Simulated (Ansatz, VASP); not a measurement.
Ge3W2 in VASP and in Ansatz

```
CELL_PARAMETERS angstrom
4.72551 0.00000 0.00000
0.00000 4.72551 0.00000
0.00000 0.00000 5.34377
ATOMIC_POSITIONS crystal
Ge 0.00000 0.00000 0.76375
Ge 0.00000 0.00000 0.23625
Ge 0.50000 0.50000 0.50000
W 0.00000 0.50000 0.50000
W 0.50000 0.00000 0.50000
```

Alike in both runs: functional PBE; k mesh 8 × 8 × 8; occupations gaussian, width 0.1 eV; no spin polarisation.

Ansatz relaxed the structure, and its values are those at the end. VASP's run is a single point on that final structure, the one shown.

```csv
,VASP,Ansatz
version,VASP 6.6.1,Ansatz 0.2.0
potentials or method,"VASP PAW PBE potentials, release 64 (Ge_d, W_sv), cutoff 520 eV","scalar-relativistic, plane waves, PAW"
valence electrons in the cell,70,70
```

|  | VASP | Ansatz | Ansatz less VASP |
| --- | --- | --- | --- |
| gap on the k mesh at the Fermi level (eV) | none | none | - |
| pressure (GPa) | 0.1 | 0.0 | -0.12 |
| rms of the force components (eV/Å) | 0.003 | 0.004 | +0.0011 |

A gap of «none» marks a metal or a gap that the smearing closes.

Neither program's run includes spin-orbit coupling.
